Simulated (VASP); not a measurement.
A run of VASP 6.6.1 is set up as follows.

INCAR

```
SYSTEM = Br
  PREC = Accurate
  ENCUT = 520
  EDIFF = 1E-6
  ISMEAR = 0
  SIGMA = 0.1
  LREAL = .FALSE.
  LASPH = .TRUE.
  NELM = 60
  ALGO = Normal
  ISIF = 2
  LWAVE = .FALSE.
  LCHARG = .TRUE.
  GGA = PE
  LELF = .TRUE.
  LVHAR = .TRUE.
  NBANDS = 14
```

KPOINTS

```
regular mesh
0
G
  6 6 4
  0 0 0
```

File POSCAR:

```
Br
1.0
    4.3353071800      0.0000000000      0.0000000000
   -2.1676535900      3.7544861500      0.0000000000
    0.0000000000      0.0000000000      4.1902252600
Br
2
Direct
    0.6666666700      0.3333333300      0.0000000000
    0.3333333300      0.6666666700      0.0000000000
```

Potentials or basis: VASP PAW PBE potentials, release 64 (Br).

Launch:

```sh
$ cat potpaw_PBE.64/Br/POTCAR > POTCAR
$ mpirun -np 1 vasp_std > vasp.out
```

(1) Estimate the pressure.

(2) Estimate the band gap on the k mesh.

## Answers

(1) 13.1 GPa.

(2) zero (bands 7 and 8 overlap by 0.96 eV).

Caveat: the k points lie up to 0.37 Å⁻¹ apart, too coarse for converged energies and pressures of a metal; this functional lacks dispersion, which binds layers or chains, so the pressure and a relaxed spacing across them are unreliable.
